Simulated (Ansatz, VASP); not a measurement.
**Os: VASP beside Ansatz**

Contents of INCAR:

```
SYSTEM = Os
PREC = Accurate
ENCUT = 600
EDIFF = 1E-6
ISMEAR = -1
SIGMA = 0.05
LREAL = .False.
LASPH = .True.
NELM = 60
ALGO = Normal
ISIF = 3
LWAVE = .False.
LCHARG = .False.
GGA = B5
ALDAX = 1.0
AGGAX = 1.0
AGGAC = 1.0
ALDAC = 0.0
IVDW = 12
VDW_S6 = 1.0
VDW_S8 = 2.6996
VDW_A1 = 0.4298
VDW_A2 = 4.2359
IBRION = 2
NSW = 80
EDIFFG = -0.01
```

Contents of KPOINTS:

```
regular mesh
0
Gamma
  11 11 6
  0 0 0
```

The input POSCAR:

```
Os
1.0
    2.7341000000      0.0000000000      0.0000000000
   -1.3670500000      2.3678000565      0.0000000000
    0.0000000000      0.0000000000      4.3197000000
Os
2
Direct
    0.6666666667      0.3333333333      0.7500000000
    0.3333333333      0.6666666667      0.2500000000
```

input.yaml

```yaml
crystal:
  lattice:
    - [2.7341, 0.0, 0.0]
    - [-1.36705, 2.3678000565, 0.0]
    - [0.0, 0.0, 4.3197]
  atoms:
    - { symbol: Os, position: [0.6666666667, 0.3333333333, 0.75] }
    - { symbol: Os, position: [0.3333333333, 0.6666666667, 0.25] }
kpoints:
  mp_grid: { grid: [11, 11, 6] }
scf:
  occupations: { method: fermi_dirac, width: 0.05 }
hamiltonian:
  xc: blyp
  dispersion: d3bj
  pseudopotentials: { kind: all_electron, lapw: { basis_error: 0.001 } }
output:
  forces: true
  stress: true
relax:
  f_tol: 0.01
  max_steps: 60
  cell: {}
```

Alike in both runs: task relaxation of cell and atoms; functional BLYP; dispersion D3(BJ); k mesh 11 × 11 × 6; occupations fermi-dirac, width 0.05 eV; no spin polarisation.

|  | VASP | Ansatz |
| --- | --- | --- |
| version | VASP 6.6.1 | Ansatz 0.2.0 |
| potentials or method | VASP PAW PBE potentials, release 64 (Os), cutoff 600 eV | all-electron LAPW, scalar-relativistic |

VASP gave:

| Property | Result |
| --- | --- |
| relaxed volume (Å³/atom) | 14.34 |
| relaxed cell length with the largest relative difference (Å) | 2.758 |

Q: What did Ansatz give for the same quantities?

A: Relaxed volume (Å³/atom): 14.22; relaxed cell length with the largest relative difference (Å): 2.750.

VASP's potentials were made for PBE, not for BLYP. Ansatz ran all-electron here, and VASP with PAW potentials.

Neither program's run includes spin-orbit coupling.
